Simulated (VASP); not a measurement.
# BaTe (Fm-3m) in VASP: settings compared

The runs below take BaTe through electric field gradients, with PBE, r2SCAN.

Everything below comes from runs of VASP 6.6.1. Logs are shortened: lines on timing, memory, paths and dates and some standing lists are left out, and cuts for length are marked.

## 1. The cell of the first run

It takes space group Fm-3m (No. 225, cubic). The conventional cell has a = 6.820 Å, b = 6.820 Å, c = 6.820 Å, α = 90.00°, β = 90.00°, γ = 90.00°. Within 4.5 Å of Ba (site symmetry m-3m) lie 6 Te at 3.41 Å. Te (site symmetry m-3m) has 6 Ba at 3.41 Å within 4.5 Å.

## 2. Electric field gradients, PBE, non-collinear spin, zero start, spin-orbit coupling

INCAR

```
ALGO     = Normal         # electronic algorithm
EDIFF    = 1E-8           # SCF threshold, eV
ENCUT    = 520            # plane-wave cutoff, eV
GGA      = PE             # functional
GGA_COMPAT= F            
ISIF     = 2              # what is computed and relaxed
ISMEAR   = -1             # smearing method
LASPH    = T              # aspherical terms in the spheres
LCHARG   = F              # write CHGCAR
LEFG     = T            
LORBIT   = 11             # projections on sites
LORBMOM  = T            
LREAL    = F              # projectors in reciprocal space
LSORBIT  = T              # spin-orbit coupling
LWAVE    = F              # write WAVECAR
MAGMOM   = 0 0 0 0 0 0    # initial moments
NBANDS   = 28             # bands
NELM     = 150            # most SCF steps
PREC     = Accurate       # precision mode
SIGMA    = 0.05           # smearing width, eV
```

KPOINTS

```
k-points
0
Gamma
  10 10 10
```

POSCAR

```
BaTe
1.0
    0.0000000000      3.4100000000      3.4100000000
    3.4100000000      0.0000000000      3.4100000000
    3.4100000000      3.4100000000      0.0000000000
Ba Te
1 1
Direct
    0.0000000000      0.0000000000      0.0000000000
    0.5000000000      0.5000000000      0.5000000000
```

Potentials or basis: VASP PAW PBE potentials, release 64 (Ba_sv, Te).

Started as:

```sh
> cat potpaw_PBE.64/Ba_sv/POTCAR potpaw_PBE.64/Te/POTCAR > POTCAR
> mpirun -np 1 vasp_ncl > vasp.out
```

OUTCAR:

```text
EDIFF = 1E-8
   ENCUT = 520
   GGA = PE
   ISIF = 2
   ISMEAR = -1
   LASPH = T
   LORBIT = 11
   LREAL = F
   LSORBIT = T
   NELM = 150
   PREC = Accurate

 ion  position               nearest neighbor table
   1  0.000  0.000  0.000-   2 3.41   2 3.41   2 3.41   2 3.41   2 3.41   2 3.41
   2  0.500  0.500  0.500-   1 3.41   1 3.41   1 3.41   1 3.41   1 3.41   1 3.41

  LATTYP: Found a face centered cubic cell.
 ALAT       =     6.8200000000

  Lattice vectors:

 A1 = (   0.0000000000,   3.4100000000,   3.4100000000)
 A2 = (   3.4100000000,   0.0000000000,   3.4100000000)
 A3 = (   3.4100000000,   3.4100000000,   0.0000000000)

Analysis of symmetry for initial positions (statically):
=====================================================================
 Subroutine PRICEL returns:
 Original cell was already a primitive cell.

 Routine SETGRP: Setting up the symmetry group for a
 face centered cubic supercell.

 Subroutine GETGRP returns: Found 48 space group operations
 (whereof 48 operations were pure point group operations)
 out of a pool of 48 trial point group operations.

The static configuration has the point symmetry O_h .

Analysis of symmetry for dynamics (positions and initial velocities):
=====================================================================
 Subroutine PRICEL returns:
 Original cell was already a primitive cell.

 Routine SETGRP: Setting up the symmetry group for a
 face centered cubic supercell.

 Subroutine GETGRP returns: Found 48 space group operations
 (whereof 48 operations were pure point group operations)
 out of a pool of 48 trial point group operations.

The dynamic configuration has the point symmetry O_h .

Analysis of structural, dynamic, and magnetic symmetry:
=====================================================================
 Subroutine PRICEL returns:
 Original cell was already a primitive cell.

 Routine SETGRP: Setting up the symmetry group for a
 face centered cubic supercell.

 Subroutine GETGRP returns: Found 48 space group operations
 (whereof 48 operations were pure point group operations)
 out of a pool of 48 trial point group operations.

The overall configuration has the point symmetry O_h .

 Subroutine INISYM returns: Found 48 space group operations
 (whereof 48 operations are pure point group operations),
 and found     1 'primitive' translations

[... 950 lines left out ...]
 Q  : nuclear electric quadrupole moment in mb (millibarn)
----------------------------------------------------------------------
 ion       Cq(MHz)       eta       Q (mb)
----------------------------------------------------------------------
   1      -0.000       0.000       1.000
   2       0.000       0.000       1.000
----------------------------------------------------------------------

 orbital moment (x)

 # of ion     p       d       tot
 ----------------------------------------
  1         0.000  -0.000  -0.000
  2         0.000   0.000   0.000
 ----------------------------------------
            0.000  -0.000  -0.000

 orbital moment (y)

 # of ion     p       d       tot
 ----------------------------------------
  1        -0.000   0.000   0.000
  2         0.000  -0.000   0.000
 ----------------------------------------
            0.000   0.000   0.000

 orbital moment (z)

 # of ion     p       d       tot
 ----------------------------------------
  1         0.000   0.000   0.000
  2         0.000   0.000   0.000
 ----------------------------------------
            0.000   0.000   0.000

 Spin-Orbit-Coupling matrix elements

 Ion:    1  E_soc:     -0.3966051
 l=   1
     0.0000000    -0.0655273    -0.0655273
    -0.0655273     0.0000000    -0.0655273
    -0.0655273    -0.0655273     0.0000000
 l=   2
     0.0000000     0.0000236     0.0000000     0.0000236    -0.0005972
     0.0000236     0.0000000    -0.0004479     0.0000236    -0.0001493
     0.0000000    -0.0004479     0.0000000    -0.0004479     0.0000000
     0.0000236     0.0000236    -0.0004479     0.0000000    -0.0001493
    -0.0005972    -0.0001493     0.0000000    -0.0001493     0.0000000
 l=   3
     0.0000000     0.0000000     0.0000000     0.0000000     0.0000000     0.0000000     0.0000000
     0.0000000     0.0000000     0.0000000     0.0000000     0.0000000     0.0000000     0.0000000
     0.0000000     0.0000000     0.0000000     0.0000000     0.0000000     0.0000000     0.0000000
     0.0000000     0.0000000     0.0000000     0.0000000     0.0000000     0.0000000     0.0000000
     0.0000000     0.0000000     0.0000000     0.0000000     0.0000000     0.0000000     0.0000000
     0.0000000     0.0000000     0.0000000     0.0000000     0.0000000     0.0000000     0.0000000
     0.0000000     0.0000000     0.0000000     0.0000000     0.0000000     0.0000000     0.0000000

 Ion:    2  E_soc:     -0.1878861
 l=   1
     0.0000000    -0.0313123    -0.0313123
    -0.0313123     0.0000000    -0.0313123
    -0.0313123    -0.0313123     0.0000000
 l=   2
     0.0000000    -0.0000044     0.0000000    -0.0000044     0.0000024
    -0.0000044     0.0000000     0.0000018    -0.0000044     0.0000006
     0.0000000     0.0000018     0.0000000     0.0000018     0.0000000
    -0.0000044    -0.0000044     0.0000018     0.0000000     0.0000006
     0.0000024     0.0000006     0.0000000     0.0000006     0.0000000
 l=   3
     0.0000000     0.0000000     0.0000000     0.0000000     0.0000000     0.0000000     0.0000000
     0.0000000     0.0000000     0.0000000     0.0000000     0.0000000     0.0000000     0.0000000
     0.0000000     0.0000000     0.0000000     0.0000000     0.0000000     0.0000000     0.0000000
     0.0000000     0.0000000     0.0000000     0.0000000     0.0000000     0.0000000     0.0000000
     0.0000000     0.0000000     0.0000000     0.0000000     0.0000000     0.0000000     0.0000000
     0.0000000     0.0000000     0.0000000     0.0000000     0.0000000     0.0000000     0.0000000
     0.0000000     0.0000000     0.0000000     0.0000000     0.0000000     0.0000000     0.0000000

 total charge

# of ion       s       p       d       tot
------------------------------------------
    1        2.014   5.610   0.312   7.936
    2        1.344   2.157   0.005   3.505
--------------------------------------------------
tot          3.357   7.767   0.317  11.442

 magnetization (x)

# of ion       s       p       d       tot
------------------------------------------
    1        0.000   0.000   0.000   0.000
    2       -0.000   0.000  -0.000   0.000
--------------------------------------------------
tot          0.000   0.000   0.000   0.000

 magnetization (y)

# of ion       s       p       d       tot
------------------------------------------
    1        0.000   0.000  -0.000   0.000
    2        0.000   0.000  -0.000   0.000
--------------------------------------------------
tot          0.000   0.000  -0.000   0.000

 magnetization (z)

# of ion       s       p       d       tot
------------------------------------------
    1        0.000   0.000  -0.000   0.000
    2        0.000   0.000  -0.000  -0.000
--------------------------------------------------
tot          0.000   0.000  -0.000   0.000
```

It took 5.4 min on 1 thread of Intel Xeon Platinum 8488C (Sapphire Rapids), shared host; peak memory 0.47 GiB.

Results:

```
Free energy                                           : -8.8036 eV
Pressure                                              : 4.2 GPa
Net moment                                            : 0.00 μB per cell
Largest electric field gradient by atom               : under 0.05 V/Å² on every atom
Valence electrons inside the program's atomic spheres : Ba 7.94; Te 3.50
```

Moments on the atoms (μB; x, y, z):
```
Ba  0.00 0.00 0.00
Te  0.00 0.00 0.00
```

Caveat: the cell stands under pressure.

## 3. Electric field gradients, r2SCAN

POSCAR is that of step 2.

INCAR.step1

```
PREC = Accurate
ENCUT = 520
ISMEAR = -1
SIGMA = 0.05
LREAL = False
LASPH = True
NELM = 100
NBANDS = 15
GGA = PE
ALGO = Normal
EDIFF = 1E-4
LWAVE = True
LCHARG = False
```

INCAR.step2

```
PREC = Accurate
ENCUT = 520
EDIFF = 1E-8
ISMEAR = -1
SIGMA = 0.05
LREAL = False
LASPH = True
NELM = 100
ALGO = Normal
ISIF = 2
LWAVE = False
LCHARG = False
METAGGA = R2SCAN
LMIXTAU = True
LEFG = True
NBANDS = 15
ISTART = 1
```

KPOINTS

```
regular mesh
0
Gamma
  10 10 10
```

Potentials or basis: VASP PAW PBE potentials, release 64 (Ba_sv, Te).

Started as:

```sh
> cat potpaw_PBE.64/Ba_sv/POTCAR potpaw_PBE.64/Te/POTCAR > POTCAR
> cp INCAR.step1 INCAR
> mpirun -np 1 vasp_std > vasp.out
> cp INCAR.step2 INCAR
> mpirun -np 1 vasp_std > vasp.out
```

OUTCAR:

```text
PREC = Accurate
   ENCUT = 520
   EDIFF = 1E-8
   ISMEAR = -1
   LREAL = False
   LASPH = True
   NELM = 100
   ISIF = 2
   METAGGA = R2SCAN
   ISTART = 1

 ion  position               nearest neighbor table
   1  0.000  0.000  0.000-   2 3.41   2 3.41   2 3.41   2 3.41   2 3.41   2 3.41
   2  0.500  0.500  0.500-   1 3.41   1 3.41   1 3.41   1 3.41   1 3.41   1 3.41

  LATTYP: Found a face centered cubic cell.
 ALAT       =     6.8200000000

  Lattice vectors:

 A1 = (   0.0000000000,   3.4100000000,   3.4100000000)
 A2 = (   3.4100000000,   0.0000000000,   3.4100000000)
 A3 = (   3.4100000000,   3.4100000000,   0.0000000000)

Analysis of symmetry for initial positions (statically):
=====================================================================
 Subroutine PRICEL returns:
 Original cell was already a primitive cell.

 Routine SETGRP: Setting up the symmetry group for a
 face centered cubic supercell.

 Subroutine GETGRP returns: Found 48 space group operations
 (whereof 48 operations were pure point group operations)
 out of a pool of 48 trial point group operations.

The static configuration has the point symmetry O_h .

Analysis of symmetry for dynamics (positions and initial velocities):
=====================================================================
 Subroutine PRICEL returns:
 Original cell was already a primitive cell.

 Routine SETGRP: Setting up the symmetry group for a
 face centered cubic supercell.

 Subroutine GETGRP returns: Found 48 space group operations
 (whereof 48 operations were pure point group operations)
 out of a pool of 48 trial point group operations.

[... 574 lines left out ...]
      5      -6.9666      2.00000
      6       0.9806      2.00000
      7       2.0022      2.00000
      8       2.0974      2.00000
      9       4.7359      0.00000
     10       7.6293      0.00000
     11       8.0750      0.00000
     12       8.7155      0.00000
     13       8.7368      0.00000
     14      10.2221      0.00000
     15      11.5501      0.00000

 [... further k-points ...]

------------------------ aborting loop because EDIFF is reached ----------------------------------------

  FORCE on cell =-STRESS in cart. coord.  units (eV):
  Direction    XX          YY          ZZ          XY          YZ          ZX
  --------------------------------------------------------------------------------------
  -------------------------------------------------------------------------------------
  Total        2.2308921      2.2308921      2.2308921     -0.0000000      0.0000000      0.0000000
  in kB       45.0708785     45.0708785     45.0708785     -0.0000000      0.0000000      0.0000000
  external PRESSURE =      45.0708785 kB  Pullay stress =       0.0000000 kB

 VOLUME and BASIS-vectors are now :
 -----------------------------------------------------------------------------
  energy-cutoff  :      520.00
  volume of cell :       79.30
      direct lattice vectors                 reciprocal lattice vectors
     0.000000000  3.410000000  3.410000000    -0.146627566  0.146627566  0.146627566
     3.410000000  0.000000000  3.410000000     0.146627566 -0.146627566  0.146627566
     3.410000000  3.410000000  0.000000000     0.146627566  0.146627566 -0.146627566

 POSITION                                       TOTAL-FORCE (eV/Angst)
 -----------------------------------------------------------------------------------
      0.00000      0.00000      0.00000         0.000000     -0.000000     -0.000000
      3.41000      3.41000      3.41000        -0.000000      0.000000      0.000000
 -----------------------------------------------------------------------------------
    total drift:                                0.000000      0.000000      0.000000

  FREE ENERGIE OF THE ION-ELECTRON SYSTEM (eV)
  ---------------------------------------------------
  free  energy   TOTEN  =       -55.9063839184 eV

  energy  without entropy=      -55.9063839176  energy(sigma->0) =      -55.90638392

 Electric field gradients (V/A^2)
---------------------------------------------------------------------
 ion       V_xx      V_yy      V_zz      V_xy      V_xz      V_yz
---------------------------------------------------------------------
   1       0.000    -0.000    -0.000    -0.000    -0.000    -0.000
   2       0.000    -0.000    -0.000     0.000     0.000     0.000
---------------------------------------------------------------------

 Electric field gradients after diagonalization (V/A^2)
 (convention: |V_zz| > |V_xx| > |V_yy|)
----------------------------------------------------------------------
 ion       V_xx      V_yy      V_zz     asymmetry (V_yy - V_xx)/ V_zz
----------------------------------------------------------------------
   1       0.000     0.000    -0.000       0.000
   2      -0.000    -0.000     0.000       0.000
----------------------------------------------------------------------

           NMR quadrupolar parameters

 Cq : quadrupolar parameter    Cq=e*Q*V_zz/h
 eta: asymmetry parameters     (V_yy - V_xx)/ V_zz
 Q  : nuclear electric quadrupole moment in mb (millibarn)
----------------------------------------------------------------------
 ion       Cq(MHz)       eta       Q (mb)
----------------------------------------------------------------------
   1      -0.000       0.000       1.000
   2       0.000       0.000       1.000
----------------------------------------------------------------------
```

OSZICAR.step1:

```text
N       E                     dE             d eps       ncg     rms          rms(c)
DAV:   1     0.838336160019E+02    0.83834E+02   -0.63490E+03  1410   0.903E+02
DAV:   2    -0.367149383858E+01   -0.87505E+02   -0.79649E+02  1897   0.158E+02
DAV:   3    -0.849121140715E+01   -0.48197E+01   -0.47852E+01  1934   0.392E+01
DAV:   4    -0.859867931188E+01   -0.10747E+00   -0.10743E+00  1828   0.586E+00
DAV:   5    -0.860056985065E+01   -0.18905E-02   -0.18905E-02  1995   0.646E-01    0.417E+00
DAV:   6    -0.850676599509E+01    0.93804E-01   -0.10361E-01  1648   0.168E+00    0.274E+00
DAV:   7    -0.850817235255E+01   -0.14064E-02   -0.98323E-02  1753   0.183E+00    0.794E-01
DAV:   8    -0.851230929965E+01   -0.41369E-02   -0.11797E-02  1571   0.723E-01    0.208E-01
DAV:   9    -0.851270454420E+01   -0.39524E-03   -0.53818E-04  1900   0.167E-01    0.562E-02
DAV:  10    -0.851287962264E+01   -0.17508E-03   -0.17053E-04  1645   0.920E-02    0.182E-02
DAV:  11    -0.851290365398E+01   -0.24031E-04   -0.45969E-05  1314   0.424E-02
   1 F= -.85129037E+01 E0= -.85129036E+01  d E =-.228012E-07
```

It took 3.8 min on 1 thread of Intel Xeon Platinum 8488C (Sapphire Rapids), shared host; peak memory 0.25 GiB.

What came out:

| Quantity | Value |
| --- | --- |
| Free energy | -55.9064 eV |
| Pressure | 4.5 GPa |
| Band gap on the k mesh | 1.69 eV (least direct gap 2.07 eV) |
| Largest electric field gradient by atom | under 0.05 V/Å² on every atom |

Caveat: the cell stands under pressure; the PAW data sets were made with another functional, which shifts forces and pressure a little; spin-orbit coupling is left out, which moves the levels of the heavy elements.
